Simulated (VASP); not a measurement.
# AlCo (zincblende type) (F-43m) in VASP: further runs, part 2 of 2

VASP 6.6.1.

## (4) Relaxation of cell and atoms, PBE, target pressure 150 GPa, at which the enthalpy is minimised

This run uses another cell than the first one, of 9.12 Å³/atom, 0.921 times its volume.

INCAR reads:

```
SYSTEM = AlCo
ALGO = Normal
EDIFF = 1E-7
EDIFFG = -0.005
ENCUT = 600
GGA = PE
IBRION = 2
ISIF = 3
ISMEAR = -1
LASPH = .TRUE.
LCHARG = .FALSE.
LREAL = .FALSE.
LWAVE = .FALSE.
NELM = 100
NSW = 60
PREC = Accurate
PSTRESS = 1500.0
SIGMA = 0.05
```

KPOINTS reads:

```
k-points
0
G
  14 14 14
  0 0 0
```

POSCAR reads:

```
AlCo
1.0
    0.0000000000      2.0896647604      2.0896647604
    2.0896647604      0.0000000000      2.0896647604
    2.0896647604      2.0896647604      0.0000000000
Co Al
1 1
Direct
    0.0000000000      0.0000000000      0.0000000000
    0.2500000000      0.2500000000      0.2500000000
```

Potentials or basis: VASP PAW PBE potentials, release 64 (Co, Al).

Command:

```sh
> cat potpaw_PBE.64/Co/POTCAR potpaw_PBE.64/Al/POTCAR > POTCAR
> mpirun -np 1 vasp_std > vasp.out
```

OUTCAR:

```text
SYSTEM = AlCo
   EDIFF = 1E-7
   EDIFFG = -0.005
   ENCUT = 600
   GGA = PE
   IBRION = 2
   ISIF = 3
   ISMEAR = -1
   LASPH = .TRUE.
   LREAL = .FALSE.
   NELM = 100
   NSW = 60
   PREC = Accurate
   PSTRESS = 1500.0

 ion  position               nearest neighbor table
   1  0.000  0.000  0.000-   2 1.81   2 1.81   2 1.81   2 1.81
   2  0.250  0.250  0.250-   1 1.81   1 1.81   1 1.81   1 1.81

  LATTYP: Found a face centered cubic cell.
 ALAT       =     4.1793295208

  Lattice vectors:

 A1 = (   0.0000000000,   2.0896647604,   2.0896647604)
 A2 = (   2.0896647604,   0.0000000000,   2.0896647604)
 A3 = (   2.0896647604,   2.0896647604,   0.0000000000)

Analysis of symmetry for initial positions (statically):
=====================================================================
 Subroutine PRICEL returns:
 Original cell was already a primitive cell.

 Routine SETGRP: Setting up the symmetry group for a
 face centered cubic supercell.

 Subroutine GETGRP returns: Found 24 space group operations
 (whereof 24 operations were pure point group operations)
 out of a pool of 48 trial point group operations.

The static configuration has the point symmetry T_d .

Analysis of symmetry for dynamics (positions and initial velocities):
=====================================================================
 Subroutine PRICEL returns:
 Original cell was already a primitive cell.

 Routine SETGRP: Setting up the symmetry group for a
 face centered cubic supercell.

 Subroutine GETGRP returns: Found 24 space group operations
 (whereof 24 operations were pure point group operations)
 out of a pool of 48 trial point group operations.

The dynamic configuration has the point symmetry T_d .

 Subroutine INISYM returns: Found 24 space group operations
 (whereof 24 operations are pure point group operations),
 and found     1 'primitive' translations

----------------------------------------------------------------------------------------

                                     Primitive cell

  volume of cell :      18.2499

  direct lattice vectors                    reciprocal lattice vectors
     0.000000000  2.089664760  2.089664760    -0.239272830  0.239272830  0.239272830
     2.089664760  0.000000000  2.089664760     0.239272830 -0.239272830  0.239272830
     2.089664760  2.089664760  0.000000000     0.239272830  0.239272830 -0.239272830

  length of vectors
     2.955232245  2.955232245  2.955232245     0.414432698  0.414432698  0.414432698

  position of ions in fractional coordinates (direct lattice)
     0.000000000  0.000000000  0.000000000
     0.250000000  0.250000000  0.250000000

  ion indices of the primitive-cell ions
   primitive index   ion index
                 1           1
                 2           2

----------------------------------------------------------------------------------------

 KPOINTS: k-points

Automatic generation of k-mesh.
 Grid dimensions read from file:
 generate k-points for:   14   14   14

 Generating k-lattice:

  Cartesian coordinates                     Fractional coordinates (reciprocal lattice)
[... 48 lines left out ...]
   NGX,Y,Z   is equivalent  to a cutoff of  13.50, 13.50, 13.50 a.u.
   NGXF,Y,Z  is equivalent  to a cutoff of  27.00, 27.00, 27.00 a.u.
 SYSTEM =  AlCo
   PREC   = accura    normal or accurate (medium, high low for compatibility)
   ISTART =      0    job   : 0-new  1-cont  2-samecut
   ICHARG =      2    charge: 1-file 2-atom 10-const
   ISPIN  =      1    spin polarized calculation?
   LNONCOLLINEAR =      F non collinear calculations
   LSORBIT =      F    spin-orbit coupling
   LASPH  =      T    aspherical Exc in radial PAW
   ENCUT  =  600.0 eV  44.10 Ry    6.64 a.u.   5.90  5.90  5.90*2*pi/ulx,y,z
   NELM   =    100;   NELMIN=  2; NELMDL= -5     # of ELM steps
   EDIFF  = 0.1E-06   stopping-criterion for ELM
   LREAL  =      F    real-space projection
   EDIFFG = -.5E-02   stopping-criterion for IOM
   NSW    =     60    number of steps for IOM
   IBRION =      2    ionic relax: 0-MD 1-quasi-New 2-CG
   NFREE  =      1    steps in history (QN), initial steepest desc. (CG)
   ISIF   =      3    stress and relaxation
   ISYM   =      2    0-nonsym 1-usesym 2-fastsym
   POTIM  = 0.5000    time-step for ionic-motion
   TEBEG  =    0.0;   TEEND  =   0.0 temperature during run
   PSTRESS= 1500.0 pullay stress
   NELECT =      12.0000    total number of electrons
   NUPDOWN=      -1.0000    fix difference up-down
   EMIN   =  10.00;   EMAX   =-10.00  energy-range for DOS
   EFERMI =   0.00;   METHOD = LEGACY
   ISMEAR =    -1;   SIGMA  =   0.05  broadening in eV -4-tet -1-fermi 0-gaus
   EFERMI_NEDOS =   21; number of points for ismear=-14 and -15
   IALGO  =     38    algorithm
   IMIX   =      4    mixing-type and parameters
     AMIX     =   0.40;   BMIX     =  1.00
     AMIX_MAG =   1.60;   BMIX_MAG =  1.00
  volume/ion in A,a.u.               =       9.12        61.58
  Fermi-wavevector in a.u.,A,eV,Ry     =   1.423580  2.690177 27.573306  2.026581
  Thomas-Fermi vector in A             =   2.544163
   LORBIT       =      0    0 simple, 1 ext, 2 COOP (PROOUT), +10 PAW based schemes
   GGA     = PE    functional components
   LHFCALC =     F    Hartree Fock is set to
   AEXX    =    0.0000 exact exchange contribution
   IVDW    =     0    specifies the selected vdW correction
   LEPSILON=     F    determine dielectric tensor
   LRPA    =     F    only Hartree local field effects (RPA)
 conjugate gradient relaxation of ions
 non-spin polarized calculation
  energy-cutoff  :      600.00
  volume of cell :       18.25
 maximum number of plane-waves:       624
   NGX = 11   NGY = 11   NGZ = 11

--------------------------------------- Ionic step        1  -------------------------------------------

 number of electron      11.9999995 magnetization

 Free energy of the ion-electron system (eV)
  ---------------------------------------------------
  ext. energy  EPLUGINS =         0.00000000
  ---------------------------------------------------
  free energy    TOTEN  =        -2.19399737 eV

  energy without entropy =       -2.18941964  energy(sigma->0) =       -2.19170851

------------------------ aborting loop because EDIFF is reached ----------------------------------------

  FORCE on cell =-STRESS in cart. coord.  units (eV):
  Direction    XX          YY          ZZ          XY          YZ          ZX
  --------------------------------------------------------------------------------------
  -------------------------------------------------------------------------------------
  Total       22.6765182     22.6765182     22.6765182     -0.0000000      0.0000000      0.0000000
  in kB     1990.7975745   1990.7975745   1990.7975745     -0.0000000      0.0000000      0.0000000
  external PRESSURE =     490.7975745 kB  Pullay stress =    1500.0000000 kB
[... 25 lines left out ...]
--------------------------------------- Ionic step        2  -------------------------------------------

 number of electron      12.0000010 magnetization

 E-fermi :   7.9345     XC(G=0): -11.3101

 val. band max:        7.9118271754   @ k =  -0.2857   0.4286   0.2143
 cond. band min:       7.9614309904   @ k =  -0.4286   0.1429   0.0714
 fundamental gap:      0.0496038150
 Fermi energy:         7.9345076750

 k-point     1 :       0.0000    0.0000    0.0000
  band No.  band energies     occupation
      1      -1.1859      2.00000
      2       6.1293      2.00000
      3       6.1293      2.00000
      4       6.1293      2.00000
      5       7.0769      2.00000
      6       7.0769      2.00000
      7      17.1907      0.00000
      8      17.1907      0.00000
      9      17.1907      0.00000
     10      19.2852      0.00000
[... 370 lines left out ...]
  energy  without entropy=       -4.1461764432  energy(sigma->0) =       -4.14852842

  enthalpy is  TOTEN    =        14.6628847773 eV   P V=       18.8137651828

[... ionic steps 4 to 14 ...]

--------------------------------------- Ionic step       15  -------------------------------------------

 number of electron      12.0000006 magnetization

------------------------ aborting loop because EDIFF is reached ----------------------------------------
[... 71 lines left out ...]
--------------------------------------- Ionic step       17  -------------------------------------------

 number of electron      12.0000006 magnetization

 Free energy of the ion-electron system (eV)
  ---------------------------------------------------
  ext. energy  EPLUGINS =         0.00000000
  ---------------------------------------------------
  free energy    TOTEN  =        -3.93386497 eV

  energy without entropy =       -3.92917639  energy(sigma->0) =       -3.93152068

 E-fermi :  12.2068     XC(G=0): -12.7621

 val. band max:       12.0822137698   @ k =  -0.2857   0.4286   0.1429
 cond. band min:      12.2263147819   @ k =  -0.4286   0.1429   0.0714
 fundamental gap:      0.1441010120
 Fermi energy:        12.2068021619

 k-point     1 :       0.0000    0.0000    0.0000
  band No.  band energies     occupation
      1       1.0881      2.00000
      2       9.4148      2.00000
      3       9.4148      2.00000
      4       9.4148      2.00000
      5      10.4837      2.00000
      6      10.4837      2.00000
      7      22.7078      0.00000
      8      22.7078      0.00000
      9      22.7078      0.00000
     10      26.9284      0.00000
[... 332 lines left out ...]
  energy  without entropy=       -3.9291763888  energy(sigma->0) =       -3.93152068

  enthalpy is  TOTEN    =        14.6583935638 eV   P V=       18.5922585311

 reached required accuracy - stopping structural energy minimisation
```

Wall time 2.4 min (1 thread of Intel Xeon Platinum 8488C (Sapphire Rapids), shared host); peak memory 0.17 GiB.

Results:

```yaml
Free_energy: -3.9339 eV
Relaxed_volume: 9.93 Å³/atom
Relaxed_cell: a = 3.040 Å, b = 3.040 Å, c = 3.040 Å, α = 60.00°, β = 60.00°, γ = 60.00°
Space_group_after_relaxing_to_0.05_Å: F-43m (No. 216)
Energy_change_on_relaxing_the_enthalpy_is_what_falls: -869.9 meV/atom
Ionic_steps: 17
Pressure_after_relaxing: 150.0 GPa
Band_gap_on_the_k_mesh: zero (band 6 reaches 12.58 eV, above the bottom of band 7 at 12.23 eV)
```

Step by step:
```tsv
step	energy change (eV)	largest force (eV/Å)	pressure (GPa)	volume (Å³)
1	0.0000	0.0000	199.08	18.25
2	-5.5004	0.0000	46.18	26.67
3	-1.9569	0.0000	143.98	20.10
4	-1.7500	0.0000	149.72	19.87
5	-1.7188	0.0000	150.60	19.84
6	-1.7199	0.0000	150.57	19.84
7	-1.7233	0.0000	150.47	19.84
8	-1.7233	0.0000	150.46	19.84
9	-1.7234	0.0000	150.43	19.84
10	-1.7236	0.0000	150.39	19.84
11	-1.7239	0.0000	150.46	19.84
12	-1.7246	0.0000	150.43	19.84
13	-1.7261	0.0000	150.39	19.84
14	-1.7290	0.0000	150.32	19.85
15	-1.7348	0.0000	150.14	19.85
16	-1.7464	0.0000	149.82	19.87
17	-1.7399	0.0000	150.01	19.86
```

Final structure:
```yaml
crystal:
  lattice:
    - [0.00000, 2.14935, 2.14935]
    - [2.14935, 0.00000, 2.14935]
    - [2.14935, 2.14935, 0.00000]
  atoms:
    - { symbol: Co, position: [0.00000, 0.00000, 0.00000] }
    - { symbol: Al, position: [0.25000, 0.25000, 0.25000] }
```

Levels at points of the mesh, in eV from the Fermi level:
```
           k point  band 2  band 3  band 4  band 5  band 6  band 7  band 8  band 9  band 10
(0.00, 0.00, 0.00)   -2.79   -2.79   -2.79   -1.72   -1.72   10.50   10.50   10.50    14.72
(0.50, 0.00, 0.00)   -5.20   -2.79   -2.79   -1.18   -1.18    0.06    8.91    8.91    11.91
(0.50, 0.50, 0.00)   -3.99   -2.96   -1.18   -1.18   -0.88    1.36    3.55    3.55     8.45
```

Caveat: the cell is relaxed towards a set pressure, so the enthalpy falls and the energy may rise.

## (5) Relaxation of cell and atoms, PBE, target pressure 150 GPa, at which the enthalpy is minimised

INCAR reads:

```
  ALGO = Normal
  EDIFF = 1E-6
  EDIFFG = -0.005
  ENCUT = 600
  GGA = PE
  IBRION = 2
  ISIF = 3
  ISMEAR = -1
  LASPH = True
  LCHARG = False
  LREAL = False
  LWAVE = False
  NELM = 80
  NSW = 32
  PREC = Accurate
  PSTRESS = 1500.0
  SIGMA = 0.05
```

KPOINTS reads:

```
k-points
0
Gamma
  14 14 14
```

POSCAR reads:

```
AlCo
1.0
    0.0000000000      2.1478915571      2.1478915571
    2.1478915571      0.0000000000      2.1478915571
    2.1478915571      2.1478915571      0.0000000000
Co Al
1 1
Direct
    0.0000000000      0.0000000000      0.0000000000
    0.2500000000      0.2500000000      0.2500000000
```

Command:

```sh
> cat potpaw_PBE.64/Co/POTCAR potpaw_PBE.64/Al/POTCAR > POTCAR
> mpirun -np 1 vasp_std > vasp.out
```

Wall time 41 s (1 thread of Intel Xeon Platinum 8488C (Sapphire Rapids), shared host); peak memory 0.16 GiB.

The run converged. Its results:

| Item | Value |
| --- | --- |
| Free energy | -3.9342 eV |
| Relaxed volume | 9.93 Å³/atom |
| Relaxed cell | a = 3.040 Å, b = 3.040 Å, c = 3.040 Å, α = 60.00°, β = 60.00°, γ = 60.00° |
| Space group after relaxing (to 0.05 Å) | F-43m (No. 216) |
| Energy change on relaxing (the enthalpy is what falls) | -18.7 meV/atom |
| Ionic steps | 3 |
| Pressure after relaxing | 150.0 GPa |
| Band gap on the k mesh | zero (band 6 reaches 12.58 eV, above the bottom of band 7 at 12.23 eV) |

The path:
```tsv
step	energy change (eV)	largest force (eV/Å)	pressure (GPa)	volume (Å³)
1	0.0000	0.0000	151.05	19.82
2	-0.1737	0.0000	146.19	20.01
3	-0.0375	0.0000	150.02	19.86
```

Final structure:
```
Co Al
1.0
     0.00000    2.14933    2.14933
     2.14933    0.00000    2.14933
     2.14933    2.14933    0.00000
Co Al
1 1
Cartesian
  0.0000 0.0000 0.0000
  1.0747 1.0747 1.0747
```

Levels at points of the mesh, in eV from the Fermi level:
```csv
k point,band 4,band 5,band 6,band 7,band 8,band 9
"(0.00, 0.00, 0.00)",-2.79,-1.72,-1.72,10.50,10.50,10.50
"(0.50, 0.00, 0.00)",-2.79,-1.18,-1.18,0.06,8.91,8.91
"(0.50, 0.50, 0.00)",-1.18,-1.18,-0.88,1.36,3.55,3.55
```

Caveat: the cell is relaxed towards a set pressure, so the enthalpy falls and the energy may rise.

## (6) The runs side by side

```csv
task,cell,cutoff (eV),gap on the mesh (eV),pressure (GPa)
single point,"a = 3.038 Å, angles 60.0°, 2 atoms",520,none,151.1
single point,"a = 3.039 Å, angles 60.0°, 2 atoms",520,none,150.5
relaxation of cell and atoms,"relaxed to 150 GPa from a = 2.955 Å, angles 60.0°, 2 atoms",600,none,150.0
relaxation of cell and atoms,"relaxed to 150 GPa from a = 3.038 Å, angles 60.0°, 2 atoms",600,none,150.0
```

Alike in all rows: level PBE; potentials or basis VASP PAW PBE potentials, release 64 (Co, Al); no spin polarisation; k mesh 14 × 14 × 14; smearing fermi-dirac 0.05 eV.

Caveats: the cell is relaxed towards a set pressure, so the enthalpy falls and the energy may rise (some runs).

Total energies depend on the potentials used, so only differences within one code and one set of settings carry meaning.
